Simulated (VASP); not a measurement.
Runs of VASP 6.6.1 on AlB2P3. The structure is that of space group P6/mmm (No. 191), or close to it. The cells are those of the table. 

```tsv
task	cell	k mesh	cutoff (eV)	gap on the mesh (eV)	pressure (GPa)	relaxed volume (Å³/atom)
single point	a = 4.382, b = 4.382, c = 4.418 Å, angles 90.0, 90.0, 120.0°, 6 atoms	6 × 6 × 4	520	none	-0.2	-
relaxation of cell and atoms	relaxed from a = 4.255, b = 4.255, c = 7.139 Å, angles 90.0, 90.0, 120.0°, 6 atoms	6 × 6 × 4	600	none	-0.3	(a)
single point	a = 4.255, b = 4.255, c = 7.139 Å, angles 90.0, 90.0, 120.0°, 6 atoms	6 × 6 × 4	520	none	-7.8	-
relaxation of cell and atoms	relaxed from a = 4.382, b = 4.382, c = 4.418 Å, angles 90.0, 90.0, 120.0°, 6 atoms	12 × 12 × 8	600	none	0.0	12.19
single point	a = 4.367, b = 4.367, c = 4.437 Å, angles 90.0, 90.0, 120.0°, 6 atoms	12 × 12 × 8	520	none	-0.2	-
```

Alike in all rows: level PBE; potentials or basis VASP PAW PBE potentials, release 64 (Al, B, P); no spin polarisation; smearing gaussian 0.1 eV.

Question: Estimate the missing entries.

Answer: (a) 12.27.

Caveats: the volume moved by over 15 % at a fixed basis, so the end points are rough (some runs).

A gap of «none» marks levels without a gap at the run's occupations.
